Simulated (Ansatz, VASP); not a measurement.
**Two plane-wave programs on La**

```xyz
1
Lattice="-2.0232 2.0232 2.0232 2.0232 -2.0232 2.0232 2.0232 2.0232 -2.0232" Properties=species:S:1:pos:R:3 pbc="T T T"
La    0.0000    0.0000    0.0000
```

Alike in both runs: functional LDA; k mesh 14 × 14 × 14; occupations fermi-dirac, width 0.05 eV; no spin polarisation.

Ansatz relaxed the structure, and its values are those at the end. VASP's run is a single point on that final structure, the one shown.

```csv
,VASP,Ansatz
version,VASP 6.6.1,Ansatz 0.2.0
potentials or method,"VASP PAW LDA potentials, release 64 (La)","PAW with Ansatz's default frozen-core files, scalar-relativistic"
plane-wave cutoff (eV),520,420
valence electrons in the cell,11,11
```

Ansatz gave:

| Item | Value |
| --- | --- |
| pressure (GPa) | 0.0 |

Estimate VASP's values.

pressure (GPa): -0.1.

LDA's correlation is that of Perdew and Zunger in VASP and of Perdew and Wang (1992) in Ansatz.

Spin-orbit coupling is off throughout.
